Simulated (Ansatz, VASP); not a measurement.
**TaN in VASP and in Ansatz**

INCAR

```
SYSTEM = TaN
PREC = Accurate
ENCUT = 520
EDIFF = 1E-6
ISMEAR = 0
SIGMA = 0.1
LREAL = .False.
LASPH = .True.
NELM = 60
ALGO = Normal
ISIF = 2
LWAVE = .False.
LCHARG = .False.
GGA = PE
NBANDS = 15
```

File KPOINTS:

```
Automatic mesh
0
Gamma
  6 6 6
  0 0 0
```

The input POSCAR:

```
TaN
1.0
    2.9763241600      0.0000000000      0.0000000000
   -1.4881620800      2.5775723300      0.0000000000
    0.0000000000      0.0000000000      2.8077840500
Ta N
1 1
Direct
    0.3333333300      0.6666666700      0.4306278200
    0.0000000000      0.0000000000      0.0693721800
```

Input for Ansatz:

```yaml
crystal:
  lattice:
    - [2.97632416, 0.0, 0.0]
    - [-1.48816208, 2.57757233, 0.0]
    - [0.0, 0.0, 2.80778405]
  atoms:
    - { symbol: Ta, position: [0.33333333, 0.66666667, 0.43062782] }
    - { symbol: "N", position: [0.0, 0.0, 0.06937218] }
basis:
  ecutwfc: 420
kpoints:
  mp_grid: { grid: [6, 6, 6] }
hamiltonian:
  xc: pbe
scf:
  occupations: { method: gaussian, width: 0.1 }
  lower_state_search: "off"
output:
  forces: true
  stress: true
  eigenvalues: true
```

Alike in both runs: task single point; functional PBE; k mesh 6 × 6 × 6; occupations gaussian, width 0.1 eV; no spin polarisation.

```csv
,VASP,Ansatz
version,VASP 6.6.1,Ansatz 0.2.0
potentials or method,"VASP PAW PBE potentials, release 64 (Ta_pv, N), cutoff 520 eV","scalar-relativistic, plane waves, PAW"
valence electrons in the cell,16,18
```

```csv
,VASP,Ansatz,Ansatz less VASP
gap on the k mesh at the Fermi level (eV),none,none,-
rms of the force components (eV/Å),3.653,3.614,-0.0385
```

Atom by atom the forces differ by 0.038 eV/Å (rms over components). A gap of «none» marks a metal or a gap that the smearing closes. With one functional, cell and mesh, what is left measures potentials, basis and numerics. VASP's potentials hold 16 valence electrons a cell and Ansatz's 18, so a difference there can come from the potentials and not from the codes.

The k mesh is coarse, so the values compare programs but aren't converged. Spin-orbit coupling is off throughout.
